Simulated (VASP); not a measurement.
Set up this calculation in VASP 6.6.1, as the native input.

```
Task                   : single point
Functional             : PBE
Dispersion             : D3(BJ)
Potentials or basis    : VASP PAW PBE potentials, release 64 (S, Mo_sv)
Cutoff                 : 520 eV
k mesh                 : 9 × 9 × 1
Occupations            : gaussian, width 0.05 eV
Spin                   : no spin polarisation
Dipole correction      : yes
Further INCAR settings : ALGO = Normal; EDIFF = 1e-06; NBANDS = 20
```

The structure of MoS2 lies in POSCAR:

```
MoS2
1.0
    3.1546411924      0.0000000000      0.0000000000
   -1.5773205962      2.7319994124      0.0000000000
    0.0000000000      0.0000000000     23.1355340030
S Mo
2 1
Direct
    0.3333333333      0.6666666667      0.4322355386
    0.3333333333      0.6666666667      0.5677644614
    0.0000000000      0.0000000000      0.5000000003
```

These files were run (other wordings do the same):

INCAR

```
  ALGO = Normal
  DIPOL = 0.5 0.5 0.500
  EDIFF = 1E-6
  ENCUT = 520
  GGA = PE
  IDIPOL = 3
  ISIF = 2
  ISMEAR = 0
  IVDW = 12
  LASPH = T
  LCHARG = F
  LDIPOL = T
  LREAL = F
  LWAVE = F
  NBANDS = 20
  NELM = 80
  PREC = Accurate
  SIGMA = 0.05
```

KPOINTS

```
k-points
0
Gamma
  9 9 1
```

Potentials or basis: VASP PAW PBE potentials, release 64 (S, Mo_sv).

The run is started by

```bash
$ cat potpaw_PBE.64/S/POTCAR potpaw_PBE.64/Mo_sv/POTCAR > POTCAR
$ mpirun -np 1 vasp_std > vasp.out
```

Results of the run:

```json
{
 "Largest force": "0.022 eV/Å",
 "Band gap on the k mesh": "1.78 eV",
 "Dispersion energy per atom": "-0.319 eV"
}
```

Wall time 39 s on 1 thread of Intel(R) Xeon(R) 6975P-C (Granite Rapids), with other jobs on the host, peak memory 0.32 GiB.
